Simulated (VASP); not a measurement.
# Na4H in VASP: further runs, part 2 of 2

VASP 6.6.1. Earlier steps stand in the parts before.

### Step 3. Single point, PBE

Input file INCAR:

```
PREC     = Accurate       # precision mode
ENCUT    = 520            # plane-wave cutoff, eV
EDIFF    = 1E-6           # SCF threshold, eV
ISMEAR   = 0              # smearing method
SIGMA    = 0.1            # smearing width, eV
LREAL    = F              # projectors in reciprocal space
LASPH    = T              # aspherical terms in the spheres
NELM     = 60             # most SCF steps
ALGO     = Normal         # electronic algorithm
ISIF     = 2              # what is computed and relaxed
LWAVE    = F              # write WAVECAR
LCHARG   = F              # write CHGCAR
LDIPOL   = T            
IDIPOL   = 3            
DIPOL    = 0.5 0.5 0.283
GGA      = PE             # functional
NBANDS   = 40             # bands
```

Input file KPOINTS:

```
regular mesh
0
Gamma
  4 4 1
```

Input file POSCAR:

```
Na4H
1.0
    7.2665057608      0.0000000000      0.0000000000
   -2.4221685869      6.8509273320      0.0000000000
    0.0000000000      0.0000000000     20.9665385532
Na H
8 2
Direct
    0.2500000000      0.2500000000      0.1907801800
    0.2500000000      0.7500000000      0.1907801800
    0.7500000000      0.2500000000      0.1907801800
    0.7500000000      0.7500000000      0.1907801800
    0.0000000000      0.0000000000      0.3322693699
    0.0000000000      0.5000000000      0.3322693699
    0.5000000000      0.0000000000      0.3322693699
    0.5000000000      0.5000000000      0.3322693699
   -0.0447257610      0.7500000000      0.3689945545
    0.0447257610      0.7500000000      0.3689945545
```

Potentials or basis: VASP PAW PBE potentials, release 64 (Na_pv, H).

The run is started by

```bash
cat potpaw_PBE.64/Na_pv/POTCAR potpaw_PBE.64/H/POTCAR > POTCAR
mpirun -np 1 vasp_std > vasp.out
```

OUTCAR:

```text
PREC = Accurate
   ENCUT = 520
   EDIFF = 1E-6
   ISMEAR = 0
   LREAL = F
   LASPH = T
   NELM = 60
   ISIF = 2
   GGA = PE

 ion  position               nearest neighbor table
   1  0.250  0.250  0.191-
   2  0.250  0.750  0.191-
   3  0.750  0.250  0.191-
   4  0.750  0.750  0.191-
   5  0.000  0.000  0.332-
   6  0.000  0.500  0.332-
   7  0.500  0.000  0.332-
   8  0.500  0.500  0.332-
   9  0.955  0.750  0.369-  10 0.65
  10  0.045  0.750  0.369-   9 0.65

  LATTYP: Found a base centered orthorhombic cell.
 ALAT       =     8.3906381142
 B/A-ratio  =     1.4142135624
 C/A-ratio  =     2.4988014342

  Lattice vectors:

 A1 = (   7.2665057608,   0.0000000000,   0.0000000000)
 A2 = (  -2.4221685869,   6.8509273320,   0.0000000000)
 A3 = (   0.0000000000,   0.0000000000,  20.9665385532)

Analysis of symmetry for initial positions (statically):
=====================================================================
 Subroutine PRICEL returns:
 Original cell was already a primitive cell.

 Routine SETGRP: Setting up the symmetry group for a
 base centered orthorhombic supercell.

 Subroutine GETGRP returns: Found  2 space group operations
 (whereof  1 operations were pure point group operations)
 out of a pool of  8 trial point group operations.

The static configuration has the point symmetry C_1 .
 The point group associated with its full space group is C_2 .

Analysis of symmetry for dynamics (positions and initial velocities):
=====================================================================
 Subroutine PRICEL returns:
 Original cell was already a primitive cell.

 Routine SETGRP: Setting up the symmetry group for a
 base centered orthorhombic supercell.

 Subroutine GETGRP returns: Found  2 space group operations
 (whereof  1 operations were pure point group operations)
 out of a pool of  8 trial point group operations.

The dynamic configuration has the point symmetry C_1 .
 The point group associated with its full space group is C_2 .

 Subroutine INISYM returns: Found  2 space group operations
 (whereof  1 operations are pure point group operations),
 and found     1 'primitive' translations

----------------------------------------------------------------------------------------

                                     Primitive cell

  volume of cell :    1043.7626

  direct lattice vectors                    reciprocal lattice vectors
     7.266505761  0.000000000  0.000000000     0.137617726  0.048655214  0.000000000
    -2.422168587  6.850927332  0.000000000     0.000000000  0.145965641  0.000000000
     0.000000000  0.000000000 20.966538553     0.000000000  0.000000000  0.047695045

  length of vectors
     7.266505761  7.266505761 20.966538553     0.145965641  0.145965641  0.047695045

  position of ions in fractional coordinates (direct lattice)
     0.250000000  0.250000000  0.190780180
     0.250000000  0.750000000  0.190780180
     0.750000000  0.250000000  0.190780180
     0.750000000  0.750000000  0.190780180
     0.000000000  0.000000000  0.332269370
[... 58 lines left out ...]
   number of dos      NEDOS =    301   number of ions     NIONS =     10
   total plane-waves  NPLWV = 466560
   dimension x,y,z NGX =    54 NGY =   54 NGZ =  160
   dimension x,y,z NGXF=   108 NGYF=  108 NGZF=  320
   ions per type =               8   2
   NGX,Y,Z   is equivalent  to a cutoff of  12.35, 12.35, 12.69 a.u.
   NGXF,Y,Z  is equivalent  to a cutoff of  24.71, 24.71, 25.37 a.u.
 SYSTEM =  unknown system
   PREC   = accura    normal or accurate (medium, high low for compatibility)
   ISTART =      0    job   : 0-new  1-cont  2-samecut
   ICHARG =      2    charge: 1-file 2-atom 10-const
   ISPIN  =      1    spin polarized calculation?
   LNONCOLLINEAR =      F non collinear calculations
   LSORBIT =      F    spin-orbit coupling
   LASPH  =      T    aspherical Exc in radial PAW
   ENCUT  =  520.0 eV  38.22 Ry    6.18 a.u.  13.51 13.51 38.98*2*pi/ulx,y,z
   NELM   =     60;   NELMIN=  2; NELMDL= -5     # of ELM steps
   EDIFF  = 0.1E-05   stopping-criterion for ELM
   LREAL  =      F    real-space projection
   EDIFFG = 0.1E-04   stopping-criterion for IOM
   NSW    =      0    number of steps for IOM
   IBRION =     -1    ionic relax: 0-MD 1-quasi-New 2-CG
   NFREE  =      0    steps in history (QN), initial steepest desc. (CG)
   ISIF   =      2    stress and relaxation
   ISYM   =      2    0-nonsym 1-usesym 2-fastsym
   POTIM  = 0.5000    time-step for ionic-motion
   TEBEG  =    0.0;   TEEND  =   0.0 temperature during run
   PSTRESS=    0.0 pullay stress
   NELECT =      58.0000    total number of electrons
   NUPDOWN=      -1.0000    fix difference up-down
   EMIN   =  10.00;   EMAX   =-10.00  energy-range for DOS
   EFERMI =   0.00;   METHOD = LEGACY
   ISMEAR =     0;   SIGMA  =   0.10  broadening in eV -4-tet -1-fermi 0-gaus
   EFERMI_NEDOS =   21; number of points for ismear=-14 and -15
   IALGO  =     38    algorithm
   IMIX   =      4    mixing-type and parameters
     AMIX     =   0.40;   BMIX     =  1.00
     AMIX_MAG =   1.60;   BMIX_MAG =  1.00
  volume/ion in A,a.u.               =     104.38       704.37
  Fermi-wavevector in a.u.,A,eV,Ry     =   0.624717  1.180545  5.309970  0.390272
  Thomas-Fermi vector in A             =   1.685372
   LORBIT       =      0    0 simple, 1 ext, 2 COOP (PROOUT), +10 PAW based schemes
   GGA     = PE    functional components
   LHFCALC =     F    Hartree Fock is set to
   AEXX    =    0.0000 exact exchange contribution
   IVDW    =     0    specifies the selected vdW correction
   LEPSILON=     F    determine dielectric tensor
   LRPA    =     F    only Hartree local field effects (RPA)
 non-spin polarized calculation
 Gauss-broadening in eV      SIGMA  =   0.10
  energy-cutoff  :      520.00
  volume of cell :     1043.76
 maximum number of plane-waves:     28122
   NGX = 27   NGY = 27   NGZ = 77

 dipolmoment           0.000000      0.000000      0.033701 electrons x Angstroem

 number of electron      57.9999952 magnetization

 dipolmoment           0.000000      0.000000     -0.045449 electrons x Angstroem

 Free energy of the ion-electron system (eV)
  ---------------------------------------------------
  ext. energy  EPLUGINS =         0.00000000
  ---------------------------------------------------
  free energy    TOTEN  =       -14.83747793 eV

  energy without entropy =      -14.81800786  energy(sigma->0) =      -14.82774290

 E-fermi :  -1.7959     XC(G=0):  -2.6059

 val. band max:       -1.8578521774   @ k =   0.0000   0.2500   0.0000
 cond. band min:      -1.7367426195   @ k =   0.0000   0.0000   0.0000
 fundamental gap:      0.1211095579
 Fermi energy:        -1.7958875241

 k-point     1 :       0.0000    0.0000    0.0000
  band No.  band energies     occupation
      1     -27.3209      2.00000
      2     -27.2809      2.00000
      3     -27.2533      2.00000
      4     -27.2450      2.00000
      5     -27.2375      2.00000
      6     -27.2346      2.00000
[... 419 lines left out ...]
     39       1.4217      0.00000
     40       1.4313      0.00000

------------------------ aborting loop because EDIFF is reached ----------------------------------------

 vacuum level on the upper side and lower side of the slab       (xc-potential included)        -0.144         0.031

  FORCE on cell =-STRESS in cart. coord.  units (eV):
  Direction    XX          YY          ZZ          XY          YZ          ZX
  --------------------------------------------------------------------------------------
  -------------------------------------------------------------------------------------
  Total        3.9642882      1.7722947      0.4490392     -0.9628275      0.0000000      0.0000000
  in kB        6.0851892      2.7204754      0.6892760     -1.4779419      0.0000000      0.0000000
  external PRESSURE =       3.1649802 kB  Pullay stress =       0.0000000 kB

 VOLUME and BASIS-vectors are now :
 -----------------------------------------------------------------------------
  energy-cutoff  :      520.00
  volume of cell :     1043.76
      direct lattice vectors                 reciprocal lattice vectors
     7.266505761  0.000000000  0.000000000     0.137617726  0.048655214  0.000000000
    -2.422168587  6.850927332  0.000000000     0.000000000  0.145965641  0.000000000
     0.000000000  0.000000000 20.966538553     0.000000000  0.000000000  0.047695045

 POSITION                                       TOTAL-FORCE (eV/Angst)
 -----------------------------------------------------------------------------------
      1.21108      1.71273      4.00000        -0.001571     -0.003915      0.036834
      0.00000      5.13820      4.00000         0.012912      0.002735      0.008550
      4.84434      1.71273      4.00000         0.001571      0.003915      0.036834
      3.63325      5.13820      4.00000        -0.012912     -0.002735      0.008550
      0.00000      0.00000      6.96654        -0.279984      1.034499     -0.515174
     -1.21108      3.42546      6.96654         0.279984     -1.034499     -0.515174
      3.63325      0.00000      6.96654         0.119383      0.040054     -0.028837
      2.42217      3.42546      6.96654        -0.119383     -0.040054     -0.028837
      5.12488      5.13820      7.73654        -5.269725     -0.573996      0.498627
     -1.49163      5.13820      7.73654         5.269725      0.573996      0.498627
 -----------------------------------------------------------------------------------
    total drift:                               -0.000000     -0.000000     -0.005941

  FREE ENERGIE OF THE ION-ELECTRON SYSTEM (eV)
  ---------------------------------------------------
  free  energy   TOTEN  =       -14.8374779319 eV

  energy  without entropy=      -14.8180078595  energy(sigma->0) =      -14.82774290

 vacuum level on the upper side and lower side of the slab         0.940         1.100
```

Wall time 10 min (1 thread of Intel Xeon Platinum 8488C (Sapphire Rapids), shared host); peak memory 1.1 GiB.

Results:

```
Free energy            : -14.8375 eV
Largest force          : 5.324 eV/Å
Band gap on the k mesh : zero (bands 29 and 30 overlap by 0.58 eV)
```

Forces on the atoms (eV/Å):
```
Na  -0.002 -0.004  0.037
Na   0.013  0.003  0.009
Na   0.002  0.004  0.037
Na  -0.013 -0.003  0.009
Na  -0.280  1.034 -0.515
Na   0.280 -1.034 -0.515
Na   0.119  0.040 -0.029
Na  -0.119 -0.040 -0.029
H   -5.270 -0.574  0.499
H    5.270  0.574  0.499
```

Levels at points of the mesh, in eV from the Fermi level:
| k point | band 26 | band 27 | band 28 | band 29 | band 30 | band 31 | band 32 | band 33 |
| --- | --- | --- | --- | --- | --- | --- | --- | --- |
| (0.00, 0.00, 0.00) | -2.63 | -0.97 | 0.06 | 0.36 | 0.42 | 0.47 | 0.77 | 1.30 |
| (0.50, 0.00, 0.00) | -2.01 | -1.77 | -0.50 | -0.12 | 0.07 | 0.43 | 1.34 | 1.35 |
| (0.00, 0.50, 0.00) | -1.97 | -1.77 | -0.41 | -0.10 | -0.10 | 0.41 | 1.19 | 1.37 |
| (0.50, 0.50, 0.00) | -1.73 | -1.53 | -0.75 | -0.53 | -0.22 | 0.28 | 0.74 | 1.31 |

### Step 4. Single point, PBE

Input file INCAR:

```
PREC = Accurate ; ENCUT = 520
EDIFF = 1E-7 ; ISMEAR = 0
SIGMA = 0.1 ; LREAL = False
LASPH = True ; NELM = 60
ALGO = Normal ; ISIF = 2
LWAVE = False ; LCHARG = False
LDIPOL = True ; IDIPOL = 3
DIPOL = 0.5 0.5 0.289 ; GGA = PE
NBANDS = 40
```

Input file KPOINTS:

```
Automatic mesh
0
Gamma
  4 4 1
```

Edit POSCAR of step 3 so:

```diff
@@ -16,3 +16,3 @@
     0.5000000000      0.5000000000      0.3322693699
-   -0.0447257610      0.7500000000      0.3689945545
-    0.0447257610      0.7500000000      0.3689945545
+   -0.0447257610      0.7500000000      0.3995193833
+    0.0447257610      0.7500000000      0.3995193833
```

Potentials or basis: VASP PAW PBE potentials, release 64 (Na_pv, H).

The run is started by

```bash
cat potpaw_PBE.64/Na_pv/POTCAR potpaw_PBE.64/H/POTCAR > POTCAR
mpirun -np 1 vasp_std > vasp.out
```

OUTCAR:

```text
PREC = Accurate
   ENCUT = 520
   EDIFF = 1E-7
   ISMEAR = 0
   LREAL = False
   LASPH = True
   NELM = 60
   ISIF = 2
   GGA = PE

 ion  position               nearest neighbor table
   1  0.250  0.250  0.191-
   2  0.250  0.750  0.191-
   3  0.750  0.250  0.191-
   4  0.750  0.750  0.191-
   5  0.000  0.000  0.332-
   6  0.000  0.500  0.332-
   7  0.500  0.000  0.332-
   8  0.500  0.500  0.332-
   9  0.955  0.750  0.400-  10 0.65
  10  0.045  0.750  0.400-   9 0.65

  LATTYP: Found a base centered orthorhombic cell.
 ALAT       =     8.3906381142
 B/A-ratio  =     1.4142135624
 C/A-ratio  =     2.4988014342

  Lattice vectors:

 A1 = (   7.2665057608,   0.0000000000,   0.0000000000)
 A2 = (  -2.4221685869,   6.8509273320,   0.0000000000)
 A3 = (   0.0000000000,   0.0000000000,  20.9665385532)

Analysis of symmetry for initial positions (statically):
=====================================================================
[... 191 lines left out ...]
      4     -27.1480      2.00000
      5     -27.1453      2.00000
      6     -27.1446      2.00000
[... 419 lines left out ...]
     39       1.3268      0.00000
     40       1.4432      0.00000

------------------------ aborting loop because EDIFF is reached ----------------------------------------

 vacuum level on the upper side and lower side of the slab       (xc-potential included)        -0.132         0.061

  FORCE on cell =-STRESS in cart. coord.  units (eV):
  Direction    XX          YY          ZZ          XY          YZ          ZX
  --------------------------------------------------------------------------------------
  -------------------------------------------------------------------------------------
  Total        3.2857994     -0.3953647      0.4442141     -0.4114984      0.0000000      0.0000000
  in kB        5.0437076     -0.6068854      0.6818694     -0.6316508      0.0000000      0.0000000
  external PRESSURE =       1.7062305 kB  Pullay stress =       0.0000000 kB

 VOLUME and BASIS-vectors are now :
 -----------------------------------------------------------------------------
  energy-cutoff  :      520.00
  volume of cell :     1043.76
      direct lattice vectors                 reciprocal lattice vectors
     7.266505761  0.000000000  0.000000000     0.137617726  0.048655214  0.000000000
    -2.422168587  6.850927332  0.000000000     0.000000000  0.145965641  0.000000000
     0.000000000  0.000000000 20.966538553     0.000000000  0.000000000  0.047695045

 POSITION                                       TOTAL-FORCE (eV/Angst)
 -----------------------------------------------------------------------------------
      1.21108      1.71273      4.00000         0.003033      0.001527      0.023639
      0.00000      5.13820      4.00000         0.010796      0.000717      0.020851
      4.84434      1.71273      4.00000        -0.003033     -0.001527      0.023639
      3.63325      5.13820      4.00000        -0.010796     -0.000717      0.020851
      0.00000      0.00000      6.96654        -0.101341      0.326379     -0.276537
     -1.21108      3.42546      6.96654         0.101341     -0.326379     -0.276537
      3.63325      0.00000      6.96654         0.097758      0.032461     -0.036914
      2.42217      3.42546      6.96654        -0.097758     -0.032461     -0.036914
      5.12488      5.13820      8.37654        -5.181926     -0.181388      0.268961
     -1.49163      5.13820      8.37654         5.181926      0.181388      0.268961
 -----------------------------------------------------------------------------------
    total drift:                               -0.000000     -0.000000     -0.006179

  FREE ENERGIE OF THE ION-ELECTRON SYSTEM (eV)
  ---------------------------------------------------
  free  energy   TOTEN  =       -15.3359989968 eV

  energy  without entropy=      -15.3113833235  energy(sigma->0) =      -15.32369116

 vacuum level on the upper side and lower side of the slab         0.848         1.074
```

OSZICAR:

```text
N       E                     dE             d eps       ncg     rms          rms(c)
DAV:   1     0.360385036800E+03    0.36039E+03   -0.27029E+04  1096   0.104E+03
DAV:   2     0.304417794813E+01   -0.35734E+03   -0.35399E+03   896   0.331E+02
DAV:   3    -0.160360491229E+02   -0.19080E+02   -0.18989E+02   944   0.861E+01
[... 15 lines left out ...]
DAV:  19    -0.153359889675E+02   -0.19259E-04   -0.55728E-07   672   0.122E-03    0.364E-04
DAV:  20    -0.153359970022E+02   -0.80347E-05   -0.34710E-07   656   0.875E-04    0.235E-04
DAV:  21    -0.153359987726E+02   -0.17704E-05   -0.10398E-07   688   0.927E-04    0.905E-05
DAV:  22    -0.153359988985E+02   -0.12589E-06   -0.81439E-09   648   0.461E-04    0.730E-05
DAV:  23    -0.153359989968E+02   -0.98291E-07   -0.12681E-08   624   0.193E-04
   1 F= -.15335999E+02 E0= -.15323691E+02  d E =-.246157E-01
```

Wall time 9 min (1 thread of Intel Xeon Platinum 8488C (Sapphire Rapids), shared host); peak memory 1.1 GiB.

Results:

```yaml
Free_energy: -15.3360 eV
Largest_force: 5.192 eV/Å
Band_gap_on_the_k_mesh: zero (bands 29 and 30 overlap by 0.63 eV)
```

Forces in eV/Å, atoms in the order of the input:
```
Na   0.003  0.002  0.024
Na   0.011  0.001  0.021
Na  -0.003 -0.002  0.024
Na  -0.011 -0.001  0.021
Na  -0.101  0.326 -0.277
Na   0.101 -0.326 -0.277
Na   0.098  0.032 -0.037
Na  -0.098 -0.032 -0.037
H   -5.182 -0.181  0.269
H    5.182  0.181  0.269
```

Levels at points of the mesh, in eV from the Fermi level:
```tsv
k point	band 26	band 27	band 28	band 29	band 30	band 31	band 32	band 33
(0.00, 0.00, 0.00)	-2.74	-1.03	0.16	0.34	0.37	0.38	0.75	1.21
(0.50, 0.00, 0.00)	-2.02	-1.90	-0.52	-0.16	0.06	0.23	1.25	1.39
(0.00, 0.50, 0.00)	-2.00	-1.90	-0.46	-0.15	-0.03	0.22	1.22	1.32
(0.50, 0.50, 0.00)	-1.76	-1.64	-0.74	-0.61	-0.26	0.14	0.71	1.11
```

### Step 5. The runs side by side

```tsv
cell	gap on the mesh (eV)	largest force (eV/Å)
as given, atomic positions A	none	0.89
as given, atomic positions B	none	5.32
as given, atomic positions C	none	5.19
```

Alike in all rows: task single point; level PBE; potentials or basis VASP PAW PBE potentials, release 64 (Na_pv, H); no spin polarisation; k mesh 4 × 4 × 1; cutoff (eV) 520; smearing gaussian 0.1 eV.

Absolute energies hang on the potentials; compare differences alone.

The gap in the log of VASP goes by the Fermi energy; the results here count the filled bands.